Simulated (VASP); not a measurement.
A run of VASP 6.6.1:

The input POSCAR:

```
K4Ru
1.0
    6.3384645484      0.0000000000      0.0000000000
    0.0000000000      6.3384645484      0.0000000000
    0.0000000000      0.0000000000      6.3384645484
K Ru
4 1
Direct
    0.5000000000      0.0000000000      0.0000000000
    0.0000000000      0.5000000000      0.0000000000
    0.0000000000      0.0000000000      0.5000000000
    0.5000000000      0.5000000000      0.5000000000
    0.0000000000      0.0000000000      0.0000000000
```

INCAR.step1

```
ALGO = Normal
EDIFF = 1E-6
ENCUT = 520
GGA = PE
ISIF = 2
ISMEAR = 0
LASPH = T
LCHARG = T
LMAXMIX = 4
LREAL = F
LWAVE = F
NBANDS = 33
NELM = 100
PREC = Accurate
SIGMA = 0.1
```

Contents of KPOINTS.step1:

```
k-points
0
Gamma
  6 6 6
```

File INCAR.step2:

```
ALGO = Normal
EDIFF = 1E-6
ENCUT = 520
GGA = PE
ICHARG = 11
ISIF = 2
ISMEAR = -5
LASPH = T
LCHARG = F
LMAXMIX = 4
LORBIT = 10
LREAL = F
LWAVE = F
NBANDS = 33
NEDOS = 1001
NELM = 100
PREC = Accurate
SIGMA = 0.1
```

KPOINTS.step2

```
k-points
0
Gamma
  9 9 9
```

Potentials or basis: VASP PAW PBE potentials, release 64 (K_sv, Ru_pv).

Command:

```bash
$ cat potpaw_PBE.64/K_sv/POTCAR potpaw_PBE.64/Ru_pv/POTCAR > POTCAR
$ cp INCAR.step1 INCAR
$ cp KPOINTS.step1 KPOINTS
$ mpirun -np 1 vasp_std > vasp.out
$ cp INCAR.step2 INCAR
$ cp KPOINTS.step2 KPOINTS
$ mpirun -np 1 vasp_std > vasp.out
```

Hardware: 1 thread of AMD EPYC 9R45 96-Core Processor (Zen 5), on a shared host.

Task: Estimate the wall time of this run.

Result: Run time: 3.2 min on 1 thread of AMD EPYC 9R45 96-Core Processor (Zen 5), on a shared host, peak memory 0.41 GiB. Counts: k points 35.
